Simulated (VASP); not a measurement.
# Au (I4/mmm) in VASP: further runs, part 2 of 2

VASP 6.6.1. Earlier steps stand in the parts before.

### 4 Single point, r2SCAN (strain +0.040 along x and y, -0.040 along z)

File POSCAR:

```
Au
1.0
   -1.7235597600      1.7235597600      1.5909782400
    1.7235597600     -1.7235597600      1.5909782400
    1.7235597600      1.7235597600     -1.5909782400
Au
1
Direct
    0.0000000000      0.0000000000      0.0000000000
```

File INCAR.step1:

```
SYSTEM = Au
PREC = Accurate
ENCUT = 520
ISMEAR = 0
SIGMA = 0.15
LREAL = .FALSE.
LASPH = .TRUE.
NELM = 80
NBANDS = 12
GGA = PE
ALGO = Normal
EDIFF = 1E-4
LWAVE = .TRUE.
LCHARG = .FALSE.
```

File INCAR.step2:

```
SYSTEM = Au
PREC = Accurate
ENCUT = 520
EDIFF = 1E-6
ISMEAR = 0
SIGMA = 0.15
LREAL = .FALSE.
LASPH = .TRUE.
NELM = 80
ALGO = Normal
ISIF = 2
LWAVE = .FALSE.
LCHARG = .FALSE.
METAGGA = R2SCAN
LMIXTAU = .TRUE.
NBANDS = 12
ISTART = 1
```

File KPOINTS:

```
Automatic mesh
0
G
  24 24 24
  0 0 0
```

Potentials or basis: VASP PAW PBE potentials, release 64 (Au).

On the command line:

```sh
$ cat potpaw_PBE.64/Au/POTCAR > POTCAR
$ cp INCAR.step1 INCAR
$ mpirun -np 1 vasp_std > vasp.out
$ cp INCAR.step2 INCAR
$ mpirun -np 1 vasp_std > vasp.out
```

OUTCAR:

```text
SYSTEM = Au
   PREC = Accurate
   ENCUT = 520
   EDIFF = 1E-6
   ISMEAR = 0
   LREAL = .FALSE.
   LASPH = .TRUE.
   NELM = 80
   ISIF = 2
   METAGGA = R2SCAN
   ISTART = 1

 ion  position               nearest neighbor table
   1  0.000  0.000  0.000-

  LATTYP: Found a body centered tetragonal cell.
 ALAT       =     3.4471195200
 C/A-ratio  =     0.9230769231

  Lattice vectors:

 A1 = (  -1.7235597600,   1.7235597600,   1.5909782400)
 A2 = (   1.7235597600,  -1.7235597600,   1.5909782400)
[... 540 lines left out ...]
     12      31.2313      0.00000

 [... further k-points ...]

------------------------ aborting loop because EDIFF is reached ----------------------------------------

  FORCE on cell =-STRESS in cart. coord.  units (eV):
  Direction    XX          YY          ZZ          XY          YZ          ZX
  --------------------------------------------------------------------------------------
  -------------------------------------------------------------------------------------
  Total       -0.9720590     -0.9720590     -1.0708350      0.0000000      0.0000000      0.0000000
  in kB      -82.3808542    -82.3808542    -90.7520016      0.0000000      0.0000000      0.0000000
  external PRESSURE =     -85.1712367 kB  Pullay stress =       0.0000000 kB

 VOLUME and BASIS-vectors are now :
 -----------------------------------------------------------------------------
  energy-cutoff  :      520.00
  volume of cell :       18.91
      direct lattice vectors                 reciprocal lattice vectors
    -1.723559760  1.723559760  1.590978240     0.000000000  0.290097281  0.314272054
     1.723559760 -1.723559760  1.590978240     0.290097281  0.000000000  0.314272054
     1.723559760  1.723559760 -1.590978240     0.290097281  0.290097281  0.000000000

 POSITION                                       TOTAL-FORCE (eV/Angst)
 -----------------------------------------------------------------------------------
      0.00000      0.00000      0.00000         0.000000      0.000000      0.000000
 -----------------------------------------------------------------------------------
    total drift:                               -0.000000      0.000000     -0.000000

  FREE ENERGIE OF THE ION-ELECTRON SYSTEM (eV)
  ---------------------------------------------------
  free  energy   TOTEN  =       -50.5431212700 eV

  energy  without entropy=      -50.5396641264  energy(sigma->0) =      -50.54139270
```

OUTCAR.step1:

```text
SYSTEM = Au
   PREC = Accurate
   ENCUT = 520
   ISMEAR = 0
   LREAL = .FALSE.
   LASPH = .TRUE.
   NELM = 80
[... 578 lines left out ...]
 -----------------------------------------------------------------------------------
      0.00000      0.00000      0.00000        -0.000000      0.000000      0.000000
 -----------------------------------------------------------------------------------
    total drift:                                0.000000      0.000000     -0.000000

  FREE ENERGIE OF THE ION-ELECTRON SYSTEM (eV)
  ---------------------------------------------------
  free  energy   TOTEN  =        -3.1877737188 eV

  energy  without entropy=       -3.1842876819  energy(sigma->0) =       -3.18603070
```

OSZICAR.step1:

```text
N       E                     dE             d eps       ncg     rms          rms(c)
DAV:   1     0.487489453544E+02    0.48749E+02   -0.55259E+03 26576   0.806E+02
DAV:   2    -0.276705939386E+01   -0.51516E+02   -0.48327E+02 30108   0.182E+02
DAV:   3    -0.345111633192E+01   -0.68406E+00   -0.68340E+00 30300   0.203E+01
DAV:   4    -0.345350483963E+01   -0.23885E-02   -0.23884E-02 29020   0.139E+00
DAV:   5    -0.345352408661E+01   -0.19247E-04   -0.19246E-04 30112   0.120E-01    0.667E+00
DAV:   6    -0.320171357093E+01    0.25181E+00   -0.77732E-01 27280   0.684E+00    0.453E+00
DAV:   7    -0.318939915157E+01    0.12314E-01   -0.41503E-02 29632   0.161E+00    0.248E+00
DAV:   8    -0.318778679551E+01    0.16124E-02   -0.91967E-04 27852   0.254E-01    0.218E-01
DAV:   9    -0.318777371878E+01    0.13077E-04   -0.68524E-06 15720   0.224E-02
   1 F= -.31877737E+01 E0= -.31860307E+01  d E =-.348604E-02
```

It took 15 min on 1 thread of Intel Xeon 8259CL, shared host; peak memory 0.35 GiB.

What came out:

```
Free energy            : -50.5431 eV
Pressure               : -8.5 GPa
Band gap on the k mesh : zero (an odd number of electrons rules out a gap without spin polarisation)
```

Stress tensor (GPa, compression positive):
```
-8.24  0.00  0.00
 0.00 -8.24  0.00
 0.00  0.00 -9.08
```

Levels at points of the mesh, in eV from the Fermi level:
```csv
k point,band 2,band 3,band 4,band 5,band 6,band 7,band 8,band 9,band 10,band 11
"(0.00, 0.00, 0.00)",-4.94,-4.46,-4.46,-3.31,-2.75,16.76,16.76,18.32,22.66,22.66
"(0.50, 0.00, 0.00)",-5.73,-3.12,-2.55,-1.65,0.09,3.28,12.54,13.13,20.44,21.34
"(0.50, 0.50, 0.00)",-5.22,-3.51,-2.99,-1.72,-0.35,2.62,13.78,14.96,22.16,22.52
"(0.50, 0.50, 0.50)",-6.28,-2.02,-2.02,-1.86,5.74,5.74,8.07,8.59,14.80,16.60
```

Caveat: the cell differs from its parent crystal (strain +0.040 along x and y, -0.040 along z); the cell stands under tension; the PAW data sets were made with another functional, which shifts forces and pressure a little; spin-orbit coupling is left out, which moves the levels of the heavy elements.

### 5 Overview

| cell | gap on the mesh (eV) | pressure (GPa) |
| --- | --- | --- |
| a = 2.875 Å, angles 112.8, 112.8, 103.0°, 1 atom | none | -3.9 |
| a = 2.875 Å, angles 106.3, 106.3, 115.9°, 1 atom | none | -3.6 |
| a = 2.911 Å, angles 107.4, 107.4, 113.7°, 1 atom | none | -8.5 |

Alike in all rows: task single point; level r2SCAN; potentials or basis VASP PAW PBE potentials, release 64 (Au); no spin polarisation; k mesh 24 × 24 × 24; cutoff (eV) 520; smearing gaussian 0.15 eV.

Caveats: the cell stands under tension; the PAW data sets were made with another functional, which shifts forces and pressure a little; spin-orbit coupling is left out, which moves the levels of the heavy elements.

Total energies depend on the potentials used, so only differences within one code and one set of settings carry meaning.
